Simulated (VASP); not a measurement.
Set up this calculation in VASP 6.6.1, as the native input.

```yaml
Task: single point
Functional: PBEsol
Potentials_or_basis: VASP PAW PBE potentials, release 64 (Zn, S)
Cutoff: 500 eV
k_mesh: 6 × 6 × 6
Occupations: fermi-dirac, width 0.05 eV
Spin: no spin polarisation
Dipole_correction: no
Further_INCAR_settings: ALGO = Normal; EDIFF = 1e-06; NBANDS = 16
```

The structure of ZnS lies in POSCAR:

```
ZnS
1.0
    0.0000000000      2.5310227333      2.5310227333
    2.5310227333      0.0000000000      2.5310227333
    2.5310227333      2.5310227333      0.0000000000
Zn S
1 1
Direct
    0.0000000000      0.0000000000      0.0000000000
    0.5000000000      0.5000000000      0.5000000000
```

One way to write it, as run:

INCAR

```
SYSTEM = ZnS
PREC     = Accurate       ! precision mode
ENCUT    = 500            ! plane-wave cutoff, eV
EDIFF    = 1E-6           ! SCF threshold, eV
ISMEAR   = -1             ! smearing method
SIGMA    = 0.05           ! smearing width, eV
LREAL    = .FALSE.        ! projectors in reciprocal space
LASPH    = .TRUE.         ! aspherical terms in the spheres
NELM     = 120            ! most SCF steps
ALGO     = Normal         ! electronic algorithm
ISIF     = 2              ! what is computed and relaxed
LWAVE    = .FALSE.        ! write WAVECAR
LCHARG   = .FALSE.        ! write CHGCAR
GGA      = PS             ! functional
NBANDS   = 16             ! bands
GGA_COMPAT= .FALSE.
```

KPOINTS

```
Automatic mesh
0
G
  6 6 6
  0 0 0
```

Potentials or basis: VASP PAW PBE potentials, release 64 (Zn, S).

Run with:

```bash
$ cat potpaw_PBE.64/Zn/POTCAR potpaw_PBE.64/S/POTCAR > POTCAR
$ mpirun -np 1 vasp_std > vasp.out
```

Results of the run:

```json
{"Pressure": "-2.1 GPa", "Band gap on the k mesh": "zero (band 9 reaches 3.97 eV, above the bottom of band 10 at 3.58 eV)"}
```

Caveat: the PAW data sets were made with another functional, which shifts forces and pressure a little.

Wall time 5.6 s on 1 thread of Intel(R) Xeon(R) 6975P-C (Granite Rapids) (shared host), peak memory 0.15 GiB.
